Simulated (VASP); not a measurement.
# BaB3 (Pm-3m) in VASP: notebook

Runs on BaB3. Level: PBE. Tasks: single point, relaxation of cell and atoms.

Everything below comes from runs of VASP 6.6.1. Logs are shortened: lines on timing, memory, paths and dates and some standing lists are left out, and cuts for length are marked.

### 1 The cell of the first run

Symmetry: Pm-3m, No. 221, cubic system. The conventional cell has a = 4.073 Å, b = 4.073 Å, c = 4.073 Å, α = 90.00°, β = 90.00°, γ = 90.00°. Ba (site symmetry m-3m) has 12 B at 2.88 Å within 3.8 Å. B (site symmetry 4/mmm) has 4 Ba at 2.88 Å and 8 B at 2.88 Å within 3.8 Å.

### 2 Single point, PBE

File INCAR:

```
SYSTEM = BaB3
PREC = Accurate
ENCUT = 520
EDIFF = 1E-7
ISMEAR = 0
SIGMA = 0.1
LREAL = .FALSE.
LASPH = .TRUE.
NELM = 60
ALGO = Normal
ISIF = 2
LWAVE = .FALSE.
LCHARG = .TRUE.
GGA = PE
LELF = .TRUE.
LVHAR = .TRUE.
NBANDS = 18
```

File KPOINTS:

```
Automatic mesh
0
G
  4 4 4
  0 0 0
```

File POSCAR:

```
BaB3
1.0
    4.0733366158      0.0000000000      0.0000000000
    0.0000000000      4.0733366158      0.0000000000
    0.0000000000      0.0000000000      4.0733366158
Ba B
1 3
Direct
    0.0000000000      0.0000000000      0.0000000000
    0.0000000000      0.5000000000      0.5000000000
    0.5000000000      0.0000000000      0.5000000000
    0.5000000000      0.5000000000      0.0000000000
```

Potentials or basis: VASP PAW PBE potentials, release 64 (Ba_sv, B).

Launch:

```console
cat potpaw_PBE.64/Ba_sv/POTCAR potpaw_PBE.64/B/POTCAR > POTCAR
mpirun -np 1 vasp_std > vasp.out
```

OUTCAR:

```text
SYSTEM = BaB3
   PREC = Accurate
   ENCUT = 520
   EDIFF = 1E-7
   ISMEAR = 0
   LREAL = .FALSE.
   LASPH = .TRUE.
   NELM = 60
   ISIF = 2
   GGA = PE

 ion  position               nearest neighbor table
   1  0.000  0.000  0.000-   2 2.88   3 2.88   4 2.88   2 2.88   3 2.88   2 2.88   4 2.88   2 2.88
                             3 2.88   4 2.88   3 2.88   4 2.88
   2  0.000  0.500  0.500-   1 2.88   1 2.88   1 2.88   1 2.88
   3  0.500  0.000  0.500-   1 2.88   1 2.88   1 2.88   1 2.88
   4  0.500  0.500  0.000-   1 2.88   1 2.88   1 2.88   1 2.88

  LATTYP: Found a simple cubic cell.
 ALAT       =     4.0733366158

  Lattice vectors:

 A1 = (   4.0733366158,   0.0000000000,   0.0000000000)
 A2 = (   0.0000000000,   4.0733366158,   0.0000000000)
 A3 = (   0.0000000000,   0.0000000000,   4.0733366158)

Analysis of symmetry for initial positions (statically):
=====================================================================
 Subroutine PRICEL returns:
 Original cell was already a primitive cell.

 Routine SETGRP: Setting up the symmetry group for a
 simple cubic supercell.

 Subroutine GETGRP returns: Found 48 space group operations
 (whereof 48 operations were pure point group operations)
 out of a pool of 48 trial point group operations.

The static configuration has the point symmetry O_h .

Analysis of symmetry for dynamics (positions and initial velocities):
=====================================================================
 Subroutine PRICEL returns:
 Original cell was already a primitive cell.

 Routine SETGRP: Setting up the symmetry group for a
 simple cubic supercell.

 Subroutine GETGRP returns: Found 48 space group operations
 (whereof 48 operations were pure point group operations)
 out of a pool of 48 trial point group operations.

The dynamic configuration has the point symmetry O_h .

 Subroutine INISYM returns: Found 48 space group operations
 (whereof 48 operations are pure point group operations),
 and found     1 'primitive' translations

----------------------------------------------------------------------------------------

                                     Primitive cell

  volume of cell :      67.5851

  direct lattice vectors                    reciprocal lattice vectors
     4.073336616  0.000000000  0.000000000     0.245498984  0.000000000  0.000000000
     0.000000000  4.073336616  0.000000000     0.000000000  0.245498984  0.000000000
     0.000000000  0.000000000  4.073336616     0.000000000  0.000000000  0.245498984

  length of vectors
     4.073336616  4.073336616  4.073336616     0.245498984  0.245498984  0.245498984
[... 73 lines left out ...]
   NSW    =      0    number of steps for IOM
   IBRION =     -1    ionic relax: 0-MD 1-quasi-New 2-CG
   NFREE  =      0    steps in history (QN), initial steepest desc. (CG)
   ISIF   =      2    stress and relaxation
   ISYM   =      2    0-nonsym 1-usesym 2-fastsym
   POTIM  = 0.5000    time-step for ionic-motion
   TEBEG  =    0.0;   TEEND  =   0.0 temperature during run
   PSTRESS=    0.0 pullay stress
   NELECT =      19.0000    total number of electrons
   NUPDOWN=      -1.0000    fix difference up-down
   EMIN   =  10.00;   EMAX   =-10.00  energy-range for DOS
   EFERMI =   0.00;   METHOD = LEGACY
   ISMEAR =     0;   SIGMA  =   0.10  broadening in eV -4-tet -1-fermi 0-gaus
   EFERMI_NEDOS =   21; number of points for ismear=-14 and -15
   IALGO  =     38    algorithm
   IMIX   =      4    mixing-type and parameters
     AMIX     =   0.40;   BMIX     =  1.00
     AMIX_MAG =   1.60;   BMIX_MAG =  1.00
  volume/ion in A,a.u.               =      16.90       114.02
  Fermi-wavevector in a.u.,A,eV,Ry     =   1.072447  2.026630 15.648632  1.150142
  Thomas-Fermi vector in A             =   2.208217
   LORBIT       =      0    0 simple, 1 ext, 2 COOP (PROOUT), +10 PAW based schemes
   GGA     = PE    functional components
   LHFCALC =     F    Hartree Fock is set to
   AEXX    =    0.0000 exact exchange contribution
   IVDW    =     0    specifies the selected vdW correction
   LEPSILON=     F    determine dielectric tensor
   LRPA    =     F    only Hartree local field effects (RPA)
 non-spin polarized calculation
 Gauss-broadening in eV      SIGMA  =   0.10
  energy-cutoff  :      520.00
  volume of cell :       67.59
 maximum number of plane-waves:      1856
   NGX = 15   NGY = 15   NGZ = 15

 number of electron      18.9999998 magnetization

 Free energy of the ion-electron system (eV)
  ---------------------------------------------------
  ext. energy  EPLUGINS =         0.00000000
  ---------------------------------------------------
  free energy    TOTEN  =       -12.82733865 eV

  energy without entropy =      -12.81065497  energy(sigma->0) =      -12.81899681

 E-fermi :   2.5808     XC(G=0): -10.0795

 val. band max:        2.5465645300   @ k =   0.2500   0.2500   0.2500
 cond. band min:       2.9043990189   @ k =   0.5000   0.5000   0.2500
 fundamental gap:      0.3578344889
 Fermi energy:         2.5808408571

 k-point     1 :       0.0000    0.0000    0.0000
  band No.  band energies     occupation
      1     -23.1606      2.00000
      2      -8.5257      2.00000
      3      -8.5257      2.00000
      4      -8.5257      2.00000
      5      -5.5675      2.00000
      6      -0.8372      2.00000
[... 187 lines left out ...]
      5      -2.7282      2.00000
      6      -2.7282      2.00000
[... 10 lines left out ...]
     17      11.0086      0.00000
     18      11.0086      0.00000

------------------------ aborting loop because EDIFF is reached ----------------------------------------

  FORCE on cell =-STRESS in cart. coord.  units (eV):
  Direction    XX          YY          ZZ          XY          YZ          ZX
  --------------------------------------------------------------------------------------
  -------------------------------------------------------------------------------------
  Total        0.5289924      0.5289924      0.5289924     -0.0000000     -0.0000000     -0.0000000
  in kB       12.5403344     12.5403344     12.5403344     -0.0000000     -0.0000000     -0.0000000
  external PRESSURE =      12.5403344 kB  Pullay stress =       0.0000000 kB

 VOLUME and BASIS-vectors are now :
 -----------------------------------------------------------------------------
  energy-cutoff  :      520.00
  volume of cell :       67.59
      direct lattice vectors                 reciprocal lattice vectors
     4.073336616  0.000000000  0.000000000     0.245498984  0.000000000  0.000000000
     0.000000000  4.073336616  0.000000000     0.000000000  0.245498984  0.000000000
     0.000000000  0.000000000  4.073336616     0.000000000  0.000000000  0.245498984

 POSITION                                       TOTAL-FORCE (eV/Angst)
 -----------------------------------------------------------------------------------
      0.00000      0.00000      0.00000         0.000000      0.000000      0.000000
      0.00000      2.03667      2.03667         0.000000      0.000000      0.000000
      2.03667      0.00000      2.03667         0.000000      0.000000      0.000000
      2.03667      2.03667      0.00000         0.000000      0.000000      0.000000
 -----------------------------------------------------------------------------------
    total drift:                                0.000000      0.000000     -0.000000

  FREE ENERGIE OF THE ION-ELECTRON SYSTEM (eV)
  ---------------------------------------------------
  free  energy   TOTEN  =       -12.8273386534 eV

  energy  without entropy=      -12.8106549719  energy(sigma->0) =      -12.81899681
```

OSZICAR:

```text
N       E                     dE             d eps       ncg     rms          rms(c)
DAV:   1     0.685118067604E+02    0.68512E+02   -0.79565E+03   360   0.890E+02
DAV:   2    -0.849200940726E+01   -0.77004E+02   -0.72678E+02   502   0.164E+02
DAV:   3    -0.128873764647E+02   -0.43954E+01   -0.43259E+01   480   0.353E+01
DAV:   4    -0.129872169851E+02   -0.99841E-01   -0.99749E-01   454   0.510E+00
DAV:   5    -0.129901808745E+02   -0.29639E-02   -0.29634E-02   510   0.695E-01    0.973E+00
DAV:   6    -0.128580377755E+02    0.13214E+00   -0.15515E-01   434   0.168E+00    0.549E+00
DAV:   7    -0.128283636272E+02    0.29674E-01   -0.12445E-01   472   0.171E+00    0.671E-01
DAV:   8    -0.128272623687E+02    0.11013E-02   -0.93817E-03   398   0.625E-01    0.589E-02
DAV:   9    -0.128273211230E+02   -0.58754E-04   -0.58886E-04   490   0.124E-01    0.318E-02
DAV:  10    -0.128273419372E+02   -0.20814E-04   -0.90613E-05   450   0.621E-02    0.391E-02
DAV:  11    -0.128273389227E+02    0.30145E-05   -0.23496E-05   418   0.334E-02    0.835E-03
DAV:  12    -0.128273388264E+02    0.96338E-07   -0.11382E-06   478   0.605E-03    0.667E-03
DAV:  13    -0.128273386930E+02    0.13344E-06   -0.50396E-07   456   0.404E-03    0.788E-04
DAV:  14    -0.128273386534E+02    0.39591E-07   -0.29686E-08   234   0.114E-03
   1 F= -.12827339E+02 E0= -.12818997E+02  d E =-.166837E-01
```

It took 6.5 s on 1 thread of Intel Xeon 6975P-C (Granite Rapids), shared host; peak memory 0.16 GiB.

Results:

```yaml
Free_energy: -12.8273 eV
Pressure: 1.3 GPa
```

Levels at points of the mesh, in eV from the Fermi level:
| k point | band 7 | band 8 | band 9 | band 10 | band 11 | band 12 | band 13 | band 14 |
| --- | --- | --- | --- | --- | --- | --- | --- | --- |
| (0.00, 0.00, 0.00) | -3.42 | -0.25 | -0.25 | -0.25 | 2.39 | 2.39 | 2.39 | 5.49 |
| (0.50, 0.00, 0.00) | -2.36 | -1.25 | -1.25 | -0.69 | 1.92 | 1.92 | 2.46 | 2.86 |
| (0.50, 0.50, 0.00) | -3.69 | -2.38 | -0.08 | -0.08 | 1.07 | 1.57 | 2.64 | 2.64 |
| (0.50, 0.50, 0.50) | -5.31 | -3.01 | 0.53 | 0.53 | 0.53 | 4.90 | 4.90 | 4.90 |

Caveat: the k points lie up to 0.39 Å⁻¹ apart; spin-orbit coupling is left out, which moves the levels of the heavy elements.

### 3 Relaxation of cell and atoms, PBE

This run uses another cell than the first one, of 13.95 Å³/atom, 0.825 times its volume.

File INCAR:

```
SYSTEM = BaB3
PREC = Accurate
ENCUT = 600
EDIFF = 1E-6
ISMEAR = 0
SIGMA = 0.1
LREAL = .FALSE.
LASPH = .TRUE.
NELM = 60
ALGO = Normal
ISIF = 3
LWAVE = .FALSE.
LCHARG = .FALSE.
GGA = PE
IBRION = 2
NSW = 90
EDIFFG = -0.04
```

File KPOINTS:

```
regular mesh
0
G
  4 4 4
  0 0 0
```

File POSCAR:

```
BaB3
1.0
    3.8210881057      0.0000000000      0.0000000000
    0.0000000000      3.8210881057      0.0000000000
    0.0000000000      0.0000000000      3.8210881057
Ba B
1 3
Direct
    0.0000000000      0.0000000000      0.0000000000
    0.0000000000      0.5000000000      0.5000000000
    0.5000000000      0.0000000000      0.5000000000
    0.5000000000      0.5000000000      0.0000000000
```

Potentials or basis: VASP PAW PBE potentials, release 64 (Ba_sv, B).

Launch:

```console
cat potpaw_PBE.64/Ba_sv/POTCAR potpaw_PBE.64/B/POTCAR > POTCAR
mpirun -np 1 vasp_std > vasp.out
```

Wall time 12 s (1 thread of Intel Xeon 6975P-C (Granite Rapids), shared host); peak memory 0.18 GiB.

Results (log left out):

- Free energy: -12.8323 eV
- Relaxed volume: 17.35 Å³/atom
- Relaxed cell: a = 4.109 Å, b = 4.109 Å, c = 4.109 Å, α = 90.00°, β = 90.00°, γ = 90.00°
- Space group after relaxing (to 0.05 Å): Pm-3m (No. 221)
- Energy gained by relaxing: 144.3 meV/atom
- Ionic steps: 3
- Pressure after relaxing: -0.1 GPa

The path:
```csv
step,energy change (eV),largest force (eV/Å),pressure (GPa),volume (Å³)
1,0.0000,0.0000,16.56,55.79
2,-0.5751,0.0000,0.72,68.26
3,-0.5771,0.0000,-0.13,69.38
```

Final structure:
```cif
data_structure
_symmetry_space_group_name_H-M 'P 1'
_symmetry_Int_Tables_number 1
_cell_length_a 4.1091
_cell_length_b 4.1091
_cell_length_c 4.1091
_cell_angle_alpha 90.000
_cell_angle_beta 90.000
_cell_angle_gamma 90.000
_cell_volume 69.38
loop_
_atom_site_label
_atom_site_type_symbol
_atom_site_fract_x
_atom_site_fract_y
_atom_site_fract_z
_atom_site_occupancy
Ba1 Ba 0.00000 0.00000 0.00000 1
B1 B 0.00000 0.50000 0.50000 1
B2 B 0.50000 0.00000 0.50000 1
B3 B 0.50000 0.50000 0.00000 1
```

Levels at points of the mesh, in eV from the Fermi level:
```csv
k point,band 6,band 7,band 8,band 9,band 10,band 11,band 12,band 13
"(0.00, 0.00, 0.00)",-3.44,-3.44,-0.27,-0.27,-0.27,2.35,2.35,2.35
"(0.50, 0.00, 0.00)",-5.25,-2.44,-1.20,-1.20,-0.64,1.86,1.86,2.34
"(0.50, 0.50, 0.00)",-3.78,-3.78,-2.34,-0.06,-0.06,1.02,1.56,2.55
"(0.50, 0.50, 0.50)",-5.28,-5.28,-2.92,0.43,0.43,0.43,4.79,4.79
```

Caveat: the k points lie up to 0.38 Å⁻¹ apart in the final cell; the volume moved by over 15 % at a fixed basis, so the end points are rough; spin-orbit coupling is left out, which moves the levels of the heavy elements.
